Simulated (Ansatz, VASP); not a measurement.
Bi2Te3 in VASP and in Ansatz

```
CELL_PARAMETERS angstrom
2.19352 1.26643 10.09722
-2.19352 1.26643 10.09722
0.00000 -2.53286 10.09722
ATOMIC_POSITIONS crystal
Bi 0.40014 0.40014 0.40014
Bi 0.59986 0.59986 0.59986
Te 0.00000 0.00000 0.00000
Te 0.20937 0.20937 0.20937
Te 0.79063 0.79063 0.79063
```

Alike in both runs: functional PBE; dispersion D3(BJ); k mesh 9 × 9 × 9; occupations gaussian, width 0.05 eV; no spin polarisation.

Ansatz relaxed the structure, and its values are those at the end. VASP's run is a single point on that final structure, the one shown.

```csv
,VASP,Ansatz
version,VASP 6.6.1,Ansatz 0.2.0
potentials or method,"VASP PAW PBE potentials, release 64 (Bi_d, Te)","scalar-relativistic, plane waves, PAW"
plane-wave cutoff (eV),520,420
valence electrons in the cell,48,78
```

VASP gave:

```
gap on the k mesh at the Fermi level (eV) : 0.25
least direct gap on the mesh (eV)         : 0.25
pressure (GPa)                            : 0.0
rms of the force components (eV/Å)        : 0.006
```

Q: What did Ansatz give for the same quantities?

A: gap on the k mesh at the Fermi level (eV): 0.26; least direct gap on the mesh (eV): 0.26; pressure (GPa): 0.0; rms of the force components (eV/Å): 0.000.

VASP's potentials hold 48 valence electrons a cell and Ansatz's 78, so a difference there can come from the potentials and not from the codes.

Spin-orbit coupling is off throughout.
